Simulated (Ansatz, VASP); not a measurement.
**Two plane-wave programs on SnGe2Te3**

```
Sn Ge Te
1.0
     4.33818    0.00000    0.00000
    -2.16909    3.75697    0.00000
     0.00000    0.00000   10.67282
Sn Ge Te
1 2 3
Cartesian
  0.0000 0.0000 5.3364
  2.1691 1.2523 8.9761
  0.0000 2.5046 1.6968
  0.0000 2.5046 7.2881
  2.1691 1.2523 3.3847
  0.0000 0.0000 0.0000
```

Alike in both runs: task single point; functional PBE; k mesh 6 × 6 × 2; occupations gaussian, width 0.1 eV; no spin polarisation.

|  | VASP | Ansatz |
| --- | --- | --- |
| version | VASP 6.6.1 | Ansatz 0.2.0 |
| potentials or method | VASP PAW PBE potentials, release 64 (Sn_d, Ge_d, Te), cutoff 520 eV | scalar-relativistic, plane waves, PAW |
| valence electrons in the cell | 60 | 90 |

```csv
,VASP,Ansatz,Ansatz less VASP
gap on the k mesh at the Fermi level (eV),0.26,0.26,+0.001
least direct gap on the mesh (eV),0.30,0.30,+0.001
pressure (GPa),0.2,0.2,+0.01
"traceless stress, the component that is largest in VASP (GPa)",0.13,0.13,-0.001
rms of the force components (eV/Å),0.005,0.005,0.0000
```

Atom by atom the forces differ by 0.000 eV/Å (rms over components). The functional is the same, so the differences come from potentials, cutoffs and numerics. VASP's potentials hold 60 valence electrons a cell and Ansatz's 90, so a difference there can come from the potentials and not from the codes.

Neither program's run includes spin-orbit coupling.
